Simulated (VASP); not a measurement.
# Au (P6_3/mmc) in VASP: further runs, part 2 of 3

VASP 6.6.1.

### 3 Single point, LDA (volume scaled by 1.04)

INCAR

```
SYSTEM = Au
ALGO = Fast
EDIFF = 1E-6
ENCUT = 520
ISIF = 2
ISMEAR = -1
LASPH = .TRUE.
LCHARG = .TRUE.
LELF = .TRUE.
LREAL = .FALSE.
LVHAR = .TRUE.
LWAVE = .FALSE.
NBANDS = 18
NELM = 80
PREC = Accurate
SIGMA = 0.05
```

KPOINTS

```
k-points
0
G
  11 11 6
  0 0 0
```

POSCAR

```
Au
1.0
    2.9381622711      0.0000000000      0.0000000000
   -1.4690811355      2.5445231672      0.0000000000
    0.0000000000      0.0000000000      4.9442178906
Au
2
Direct
    0.6666666667      0.3333333333      0.2500000000
    0.3333333333      0.6666666667      0.7500000000
```

Potentials or basis: VASP PAW LDA potentials, release 64 (Au).

The run is started by

```bash
$ cat potpaw_LDA.64/Au/POTCAR > POTCAR
$ mpirun -np 1 vasp_std > vasp.out
```

OUTCAR:

```text
SYSTEM = Au
   EDIFF = 1E-6
   ENCUT = 520
   ISIF = 2
   ISMEAR = -1
   LASPH = .TRUE.
   LREAL = .FALSE.
   NELM = 80
   PREC = Accurate

 ion  position               nearest neighbor table
   1  0.667  0.333  0.250-   2 3.00   2 3.00   2 3.00   2 3.00   2 3.00   2 3.00
   2  0.333  0.667  0.750-   1 3.00   1 3.00   1 3.00   1 3.00   1 3.00   1 3.00

  LATTYP: Found a hexagonal cell.
 ALAT       =     2.9381622711
 C/A-ratio  =     1.6827586207

  Lattice vectors:

 A1 = (   2.9381622711,   0.0000000000,   0.0000000000)
 A2 = (  -1.4690811355,   2.5445231672,   0.0000000000)
 A3 = (   0.0000000000,   0.0000000000,   4.9442178906)

Analysis of symmetry for initial positions (statically):
=====================================================================
 Subroutine PRICEL returns:
 Original cell was already a primitive cell.

 Routine SETGRP: Setting up the symmetry group for a
 hexagonal supercell.

 Subroutine GETGRP returns: Found 24 space group operations
 (whereof 12 operations were pure point group operations)
 out of a pool of 24 trial point group operations.

The static configuration has the point symmetry D_3d.
 The point group associated with its full space group is D_6h.

Analysis of symmetry for dynamics (positions and initial velocities):
=====================================================================
 Subroutine PRICEL returns:
 Original cell was already a primitive cell.

 Routine SETGRP: Setting up the symmetry group for a
 hexagonal supercell.

 Subroutine GETGRP returns: Found 24 space group operations
 (whereof 12 operations were pure point group operations)
 out of a pool of 24 trial point group operations.

The dynamic configuration has the point symmetry D_3d.
 The point group associated with its full space group is D_6h.

 Subroutine INISYM returns: Found 24 space group operations
 (whereof 12 operations are pure point group operations),
 and found     1 'primitive' translations

----------------------------------------------------------------------------------------

                                     Primitive cell

  volume of cell :      36.9641

  direct lattice vectors                    reciprocal lattice vectors
     2.938162271  0.000000000  0.000000000     0.340348799  0.196500471  0.000000000
    -1.469081135  2.544523167  0.000000000     0.000000000  0.393000941  0.000000000
     0.000000000  0.000000000  4.944217891     0.000000000  0.000000000  0.202256458

  length of vectors
     2.938162271  2.938162271  4.944217891     0.393000941  0.393000941  0.202256458

  position of ions in fractional coordinates (direct lattice)
     0.666666667  0.333333333  0.250000000
     0.333333333  0.666666667  0.750000000

  ion indices of the primitive-cell ions
   primitive index   ion index
                 1           1
                 2           2

----------------------------------------------------------------------------------------

 KPOINTS: k-points

Automatic generation of k-mesh.
 Grid dimensions read from file:
 generate k-points for:   11   11    6

 Generating k-lattice:

  Cartesian coordinates                     Fractional coordinates (reciprocal lattice)
     0.030940800  0.017863679  0.000000000     0.090909091  0.000000000  0.000000000
     0.000000000  0.035727358  0.000000000     0.000000000  0.090909091  0.000000000
     0.000000000  0.000000000  0.033709410     0.000000000  0.000000000  0.166666667

  Length of vectors
     0.035727358  0.035727358  0.033709410

  Shift w.r.t. Gamma in fractional coordinates (k-lattice)
     0.000000000  0.000000000  0.000000000

 Subroutine IBZKPT returns following result:
 ===========================================

 Found     64 irreducible k-points:

 Following reciprocal coordinates:
            Coordinates               Weight
  0.000000  0.000000  0.000000      1.000000
  0.090909 -0.000000  0.000000      6.000000
  0.181818 -0.000000  0.000000      6.000000
  0.272727 -0.000000  0.000000      6.000000
  0.363636  0.000000  0.000000      6.000000
  0.454545 -0.000000  0.000000      6.000000
[... 16 lines left out ...]
  0.090909  0.090909  0.166667     12.000000
  0.181818  0.090909  0.166667     24.000000
 [... further k-points ...]
   k-points           NKPTS =     64   k-points in BZ     NKDIM =     64   number of bands    NBANDS=     18
   number of dos      NEDOS =    301   number of ions     NIONS =      2
   total plane-waves  NPLWV =  23040
   dimension x,y,z NGX =    24 NGY =   24 NGZ =   40
   dimension x,y,z NGXF=    48 NGYF=   48 NGZF=   80
   ions per type =               2
   NGX,Y,Z   is equivalent  to a cutoff of  13.58, 13.58, 13.45 a.u.
   NGXF,Y,Z  is equivalent  to a cutoff of  27.16, 27.16, 26.90 a.u.
 SYSTEM =  Au
   PREC   = accura    normal or accurate (medium, high low for compatibility)
   ISTART =      0    job   : 0-new  1-cont  2-samecut
   ICHARG =      2    charge: 1-file 2-atom 10-const
   ISPIN  =      1    spin polarized calculation?
   LNONCOLLINEAR =      F non collinear calculations
   LSORBIT =      F    spin-orbit coupling
   LASPH  =      T    aspherical Exc in radial PAW
   ENCUT  =  520.0 eV  38.22 Ry    6.18 a.u.   5.46  5.46  9.19*2*pi/ulx,y,z
   NELM   =     80;   NELMIN=  2; NELMDL= -5     # of ELM steps
   EDIFF  = 0.1E-05   stopping-criterion for ELM
   LREAL  =      F    real-space projection
   EDIFFG = 0.1E-04   stopping-criterion for IOM
   NSW    =      0    number of steps for IOM
   IBRION =     -1    ionic relax: 0-MD 1-quasi-New 2-CG
   NFREE  =      0    steps in history (QN), initial steepest desc. (CG)
   ISIF   =      2    stress and relaxation
   ISYM   =      2    0-nonsym 1-usesym 2-fastsym
   POTIM  = 0.5000    time-step for ionic-motion
   TEBEG  =    0.0;   TEEND  =   0.0 temperature during run
   PSTRESS=    0.0 pullay stress
   NELECT =      22.0000    total number of electrons
   NUPDOWN=      -1.0000    fix difference up-down
   EMIN   =  10.00;   EMAX   =-10.00  energy-range for DOS
   EFERMI =   0.00;   METHOD = LEGACY
   ISMEAR =    -1;   SIGMA  =   0.05  broadening in eV -4-tet -1-fermi 0-gaus
   EFERMI_NEDOS =   21; number of points for ismear=-14 and -15
   IALGO  =     68    algorithm
   IMIX   =      4    mixing-type and parameters
     AMIX     =   0.40;   BMIX     =  1.00
     AMIX_MAG =   1.60;   BMIX_MAG =  1.00
  volume/ion in A,a.u.               =      18.48       124.72
  Fermi-wavevector in a.u.,A,eV,Ry     =   1.377069  2.602284 25.800998  1.896320
  Thomas-Fermi vector in A             =   2.502256
   LORBIT       =      0    0 simple, 1 ext, 2 COOP (PROOUT), +10 PAW based schemes
   GGA     = CA    functional components
   LHFCALC =     F    Hartree Fock is set to
   AEXX    =    0.0000 exact exchange contribution
   IVDW    =     0    specifies the selected vdW correction
   LEPSILON=     F    determine dielectric tensor
   LRPA    =     F    only Hartree local field effects (RPA)
 non-spin polarized calculation
 RMM-DIIS sequential band-by-band and
  energy-cutoff  :      520.00
  volume of cell :       36.96
 maximum number of plane-waves:      1026
 NGX is ok and might be reduce to    24
   NGX = 11   NGY = 11   NGZ = 19

 number of electron      21.9999998 magnetization

 Free energy of the ion-electron system (eV)
  ---------------------------------------------------
  ext. energy  EPLUGINS =         0.00000000
  ---------------------------------------------------
  free energy    TOTEN  =        -8.69237187 eV

  energy without entropy =       -8.68374112  energy(sigma->0) =       -8.68805649

 E-fermi :   7.9139     XC(G=0): -12.5171

 val. band max:        7.8820090192   @ k =   0.1818   0.1818   0.3333
 cond. band min:       7.9279509332   @ k =   0.2727   0.0909   0.3333
 fundamental gap:      0.0459419140
 Fermi energy:         7.9138593224

 k-point     1 :       0.0000    0.0000    0.0000
  band No.  band energies     occupation
      1      -1.1186      2.00000
      2       1.2324      2.00000
      3       3.5065      2.00000
      4       3.7732      2.00000
      5       3.7732      2.00000
      6       4.0410      2.00000
[... 10 lines left out ...]
     17      25.5765      0.00000
     18      25.5765      0.00000
[... 463 lines left out ...]
 k-point    24 :       0.1818    0.0909    0.1667
  band No.  band energies     occupation
      1       0.6020      2.00000
      2       2.2826      2.00000
      3       3.1228      2.00000
      4       3.2155      2.00000
      5       3.5962      2.00000
      6       3.9980      2.00000
[... 10 lines left out ...]
     17      23.6677      0.00000
     18      24.7526      0.00000

 [... further k-points ...]

------------------------ aborting loop because EDIFF is reached ----------------------------------------

  FORCE on cell =-STRESS in cart. coord.  units (eV):
  Direction    XX          YY          ZZ          XY          YZ          ZX
  --------------------------------------------------------------------------------------
  -------------------------------------------------------------------------------------
  Total       -3.4470027     -3.4470027     -3.3710041     -0.0000000     -0.0000000      0.0000000
  in kB     -149.4075042   -149.4075042   -146.1134101     -0.0000000     -0.0000000      0.0000000
  external PRESSURE =    -148.3094728 kB  Pullay stress =       0.0000000 kB

 VOLUME and BASIS-vectors are now :
 -----------------------------------------------------------------------------
  energy-cutoff  :      520.00
  volume of cell :       36.96
      direct lattice vectors                 reciprocal lattice vectors
     2.938162271  0.000000000  0.000000000     0.340348799  0.196500471  0.000000000
    -1.469081135  2.544523167  0.000000000     0.000000000  0.393000941  0.000000000
     0.000000000  0.000000000  4.944217891     0.000000000  0.000000000  0.202256458

 POSITION                                       TOTAL-FORCE (eV/Angst)
 -----------------------------------------------------------------------------------
      1.46908      0.84817      1.23605         0.000000     -0.000000      0.000000
     -0.00000      1.69635      3.70816        -0.000000      0.000000      0.000000
 -----------------------------------------------------------------------------------
    total drift:                               -0.000000      0.000000     -0.000000

  FREE ENERGIE OF THE ION-ELECTRON SYSTEM (eV)
  ---------------------------------------------------
  free  energy   TOTEN  =        -8.6923718662 eV

  energy  without entropy=       -8.6837411154  energy(sigma->0) =       -8.68805649
```

stdout:

```text
POSCAR found type information on POSCAR Au
 POSCAR found :  1 types and       2 ions
 scaLAPACK will be used
 LDA part: xc-table for (Slater(with rela. corr.)+CA(PZ))
 , standard interpolation
 POSCAR, INCAR and KPOINTS ok, starting setup
 FFT: planning ... GRIDC
 FFT: planning ... GRID_SOFT
 FFT: planning ... GRID
 WAVECAR not read
 entering main loop
```

It took 50 s on 1 thread of Intel Xeon 6975P-C, shared host; peak memory 0.16 GiB.

Results:

```
Free energy            : -8.6924 eV
Pressure               : -14.8 GPa
Band gap on the k mesh : zero (band 11 reaches 11.43 eV, above the bottom of band 12 at 5.45 eV)
```

Stress tensor (GPa, compression positive):
```
-14.94   0.00   0.00
  0.00 -14.94   0.00
  0.00   0.00 -14.61
```

Caveat: the cell differs from its parent crystal (volume scaled by 1.04); spin-orbit coupling is left out, which moves the levels of the heavy elements.

### 4 Single point, LDA

This run uses another cell than the first one, of 16.70 Å³/atom, 0.922 times its volume.

INCAR

```
SYSTEM = Au
PREC = Accurate ; ENCUT = 520
EDIFF = 1E-7 ; ISMEAR = -1
SIGMA = 0.05 ; LREAL = .False.
LASPH = .True. ; NELM = 80
ALGO = Normal ; ISIF = 2
LWAVE = .False. ; LCHARG = .False.
NBANDS = 18
```

KPOINTS

```
regular mesh
0
Gamma
  11 11 6
  0 0 0
```

POSCAR

```
Au
1.0
    2.8407997153      0.0000000000      0.0000000000
   -1.4203998576      2.4602047205      0.0000000000
    0.0000000000      0.0000000000      4.7803802105
Au
2
Direct
    0.6666666667      0.3333333333      0.2500000000
    0.3333333333      0.6666666667      0.7500000000
```

Potentials or basis: VASP PAW LDA potentials, release 64 (Au).

The run is started by

```bash
$ cat potpaw_LDA.64/Au/POTCAR > POTCAR
$ mpirun -np 1 vasp_std > vasp.out
```

OUTCAR:

```text
SYSTEM = Au
   PREC = Accurate
   ENCUT = 520
   EDIFF = 1E-7
   ISMEAR = -1
   LREAL = .False.
   LASPH = .True.
   NELM = 80
   ISIF = 2

 ion  position               nearest neighbor table
   1  0.667  0.333  0.250-   2 2.90   2 2.90   2 2.90   2 2.90   2 2.90   2 2.90
   2  0.333  0.667  0.750-   1 2.90   1 2.90   1 2.90   1 2.90   1 2.90   1 2.90

  LATTYP: Found a hexagonal cell.
 ALAT       =     2.8407997153
 C/A-ratio  =     1.6827586207

  Lattice vectors:

 A1 = (   2.8407997153,   0.0000000000,   0.0000000000)
 A2 = (  -1.4203998576,   2.4602047205,   0.0000000000)
 A3 = (   0.0000000000,   0.0000000000,   4.7803802105)

Analysis of symmetry for initial positions (statically):
=====================================================================
 Subroutine PRICEL returns:
 Original cell was already a primitive cell.

 Routine SETGRP: Setting up the symmetry group for a
 hexagonal supercell.

 Subroutine GETGRP returns: Found 24 space group operations
 (whereof 12 operations were pure point group operations)
 out of a pool of 24 trial point group operations.

The static configuration has the point symmetry D_3d.
 The point group associated with its full space group is D_6h.

Analysis of symmetry for dynamics (positions and initial velocities):
=====================================================================
 Subroutine PRICEL returns:
 Original cell was already a primitive cell.

 Routine SETGRP: Setting up the symmetry group for a
 hexagonal supercell.

 Subroutine GETGRP returns: Found 24 space group operations
 (whereof 12 operations were pure point group operations)
 out of a pool of 24 trial point group operations.

The dynamic configuration has the point symmetry D_3d.
 The point group associated with its full space group is D_6h.

 Subroutine INISYM returns: Found 24 space group operations
 (whereof 12 operations are pure point group operations),
 and found     1 'primitive' translations

----------------------------------------------------------------------------------------
[... 112 lines left out ...]
     AMIX     =   0.40;   BMIX     =  1.00
     AMIX_MAG =   1.60;   BMIX_MAG =  1.00
  volume/ion in A,a.u.               =      16.70       112.73
  Fermi-wavevector in a.u.,A,eV,Ry     =   1.424266  2.691472 27.599857  2.028532
  Thomas-Fermi vector in A             =   2.544775
   LORBIT       =      0    0 simple, 1 ext, 2 COOP (PROOUT), +10 PAW based schemes
   GGA     = CA    functional components
   LHFCALC =     F    Hartree Fock is set to
   AEXX    =    0.0000 exact exchange contribution
   IVDW    =     0    specifies the selected vdW correction
   LEPSILON=     F    determine dielectric tensor
   LRPA    =     F    only Hartree local field effects (RPA)
 non-spin polarized calculation
  energy-cutoff  :      520.00
  volume of cell :       33.41
 maximum number of plane-waves:       910
 NGX is ok and might be reduce to    24
   NGX = 11   NGY = 11   NGZ = 17

 number of electron      22.0000000 magnetization

 Free energy of the ion-electron system (eV)
  ---------------------------------------------------
  ext. energy  EPLUGINS =         0.00000000
  ---------------------------------------------------
  free energy    TOTEN  =        -8.88176871 eV

  energy without entropy =       -8.87328187  energy(sigma->0) =       -8.87752529

 E-fermi :   9.5744     XC(G=0): -13.0985

 val. band max:        9.5743267078   @ k =   0.0909   0.0000   0.0000
 cond. band min:       9.5930054254   @ k =   0.1818   0.1818   0.3333
 fundamental gap:      0.0186787176
 Fermi energy:         9.5743932867

 k-point     1 :       0.0000    0.0000    0.0000
  band No.  band energies     occupation
      1      -0.5028      2.00000
      2       1.9883      2.00000
      3       4.6004      2.00000
      4       4.9156      2.00000
      5       4.9156      2.00000
      6       5.2398      2.00000
[... 481 lines left out ...]
      5       4.6952      2.00000
      6       5.1633      2.00000
[... 10 lines left out ...]
     17      25.8003      0.00000
     18      27.2728      0.00000

 [... further k-points ...]

------------------------ aborting loop because EDIFF is reached ----------------------------------------

  FORCE on cell =-STRESS in cart. coord.  units (eV):
  Direction    XX          YY          ZZ          XY          YZ          ZX
  --------------------------------------------------------------------------------------
  -------------------------------------------------------------------------------------
  Total       -0.0801217     -0.0801217     -0.3465771     -0.0000000      0.0000000      0.0000000
  in kB       -3.8422571     -3.8422571    -16.6201950     -0.0000000      0.0000000      0.0000000
  external PRESSURE =      -8.1015697 kB  Pullay stress =       0.0000000 kB

 VOLUME and BASIS-vectors are now :
 -----------------------------------------------------------------------------
  energy-cutoff  :      520.00
  volume of cell :       33.41
      direct lattice vectors                 reciprocal lattice vectors
     2.840799715  0.000000000  0.000000000     0.352013553  0.203235119  0.000000000
    -1.420399858  2.460204721  0.000000000     0.000000000  0.406470239  0.000000000
     0.000000000  0.000000000  4.780380210     0.000000000  0.000000000  0.209188382

 POSITION                                       TOTAL-FORCE (eV/Angst)
 -----------------------------------------------------------------------------------
      1.42040      0.82007      1.19510         0.000000     -0.000000      0.000000
     -0.00000      1.64014      3.58529        -0.000000      0.000000      0.000000
 -----------------------------------------------------------------------------------
    total drift:                               -0.000000      0.000000     -0.000000

  FREE ENERGIE OF THE ION-ELECTRON SYSTEM (eV)
  ---------------------------------------------------
  free  energy   TOTEN  =        -8.8817687114 eV

  energy  without entropy=       -8.8732818681  energy(sigma->0) =       -8.87752529
```

OSZICAR:

```text
N       E                     dE             d eps       ncg     rms          rms(c)
DAV:   1     0.121969097946E+03    0.12197E+03   -0.11732E+04  2312   0.119E+03
DAV:   2    -0.734912766117E+01   -0.12932E+03   -0.12301E+03  2438   0.262E+02
DAV:   3    -0.953471557817E+01   -0.21856E+01   -0.21724E+01  2680   0.343E+01
DAV:   4    -0.954386123705E+01   -0.91457E-02   -0.91447E-02  2532   0.236E+00
DAV:   5    -0.954394001460E+01   -0.78778E-04   -0.78777E-04  2614   0.233E-01    0.144E+01
DAV:   6    -0.893544824870E+01    0.60849E+00   -0.11042E+00  2368   0.965E+00    0.889E+00
DAV:   7    -0.888835711300E+01    0.47091E-01   -0.11723E-01  2534   0.309E+00    0.342E+00
DAV:   8    -0.888178658697E+01    0.65705E-02   -0.13433E-02  2396   0.104E+00    0.421E-01
DAV:   9    -0.888176581618E+01    0.20771E-04   -0.67657E-05  2596   0.762E-02    0.114E-02
DAV:  10    -0.888176872402E+01   -0.29078E-05   -0.15259E-06  2560   0.108E-02    0.450E-03
DAV:  11    -0.888176871137E+01    0.12647E-07   -0.25126E-07  2480   0.405E-03
   1 F= -.88817687E+01 E0= -.88775253E+01  d E =-.848684E-02
```

Run time: 29 s. Hardware: 1 thread of Intel Xeon 8259CL, shared host; peak memory 0.16 GiB.

What came out:

| Quantity | Value |
| --- | --- |
| Free energy | -8.8818 eV |
| Pressure | -0.8 GPa |
| Band gap on the k mesh | zero (band 11 reaches 13.43 eV, above the bottom of band 12 at 6.92 eV) |

Caveat: spin-orbit coupling is left out, which moves the levels of the heavy elements.

### 5 Single point, LDA

This run uses another cell than the first one, of 17.06 Å³/atom, 0.941 times its volume.

INCAR

```
SYSTEM = Au
PREC = Accurate
ENCUT = 520
EDIFF = 1E-7
ISMEAR = -1
SIGMA = 0.05
LREAL = .FALSE.
LASPH = .TRUE.
NELM = 80
ALGO = Fast
ISIF = 2
LWAVE = .FALSE.
LCHARG = .TRUE.
LELF = .TRUE.
LVHAR = .TRUE.
NBANDS = 18
```

KPOINTS

```
regular mesh
0
G
  11 11 6
  0 0 0
```

POSCAR

```
Au
1.0
    2.8608060062      0.0000000000      0.0000000000
   -1.4304030031      2.4775306767      0.0000000000
    0.0000000000      0.0000000000      4.8140459691
Au
2
Direct
    0.6666666667      0.3333333333      0.2500000000
    0.3333333333      0.6666666667      0.7500000000
```

The run is started by

```bash
$ cat potpaw_LDA.64/Au/POTCAR > POTCAR
$ mpirun -np 1 vasp_std > vasp.out
```

Wall time 45 s (1 thread of Intel Xeon 8259CL, shared host); peak memory 0.16 GiB.

It converged, with:

| Quantity | Value |
| --- | --- |
| Free energy | -8.8705 eV |
| Pressure | -4.5 GPa |
| Band gap on the k mesh | zero (band 11 reaches 13.00 eV, above the bottom of band 12 at 6.60 eV) |

Stress tensor (GPa, compression positive):
```
-4.18  0.00  0.00
 0.00 -4.18  0.00
 0.00  0.00 -5.06
```

Levels at points of the mesh, in eV from the Fermi level:
```csv
k point,band 9,band 10,band 11,band 12,band 13,band 14
"(0.00, 0.00, 0.00)",-3.52,-2.15,-2.15,-1.16,2.67,14.62
"(0.00, 0.00, 0.50)",-2.61,-2.61,-2.61,-2.61,10.60,10.60
```

Caveat: spin-orbit coupling is left out, which moves the levels of the heavy elements.

[end of part 2 of 3]
